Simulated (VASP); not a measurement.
Set up this calculation in VASP 6.6.1, as the native input.

```
Task                   : single point
Functional             : PBE
Potentials or basis    : VASP PAW PBE potentials, release 64 (Si, C)
Cutoff                 : 520 eV
k mesh                 : 12 × 12 × 12
Occupations            : gaussian, width 0.05 eV
Spin                   : no spin polarisation
Dipole correction      : no
Further INCAR settings : ALGO = Normal; EDIFF = 1e-06; NBANDS = 11
```

The structure of SiC lies in POSCAR:

```
SiC
1.0
    0.0000000000      2.1109103257      2.1109103257
    2.1109103257      0.0000000000      2.1109103257
    2.1490474390      2.1490474390     -0.0381371132
Si C
1 1
Direct
    0.0000000000      0.0000000000      0.0000000000
    0.7500000000      0.7500000000      0.7500000000
```

The input as run:

INCAR

```
SYSTEM = SiC
PREC = Accurate
ENCUT = 520
EDIFF = 1E-6
ISMEAR = 0
SIGMA = 0.05
LREAL = .False.
LASPH = .True.
NELM = 80
ALGO = Normal
ISIF = 2
LWAVE = .False.
LCHARG = .False.
GGA = PE
NBANDS = 11
```

KPOINTS

```
Automatic mesh
0
Gamma
  12 12 12
  0 0 0
```

Potentials or basis: VASP PAW PBE potentials, release 64 (Si, C).

Command:

```console
$ cat potpaw_PBE.64/Si/POTCAR potpaw_PBE.64/C/POTCAR > POTCAR
$ mpirun -np 1 vasp_std > vasp.out
```

It gave:

The pressure is 21.0 GPa. The largest force is 0.340 eV/Å and the band gap on the k mesh is 1.22 eV, indirect (least direct gap 4.44 eV).

It took 14 s on 1 thread of Intel(R) Xeon(R) 6975P-C (Granite Rapids) (shared host), peak memory 0.16 GiB.
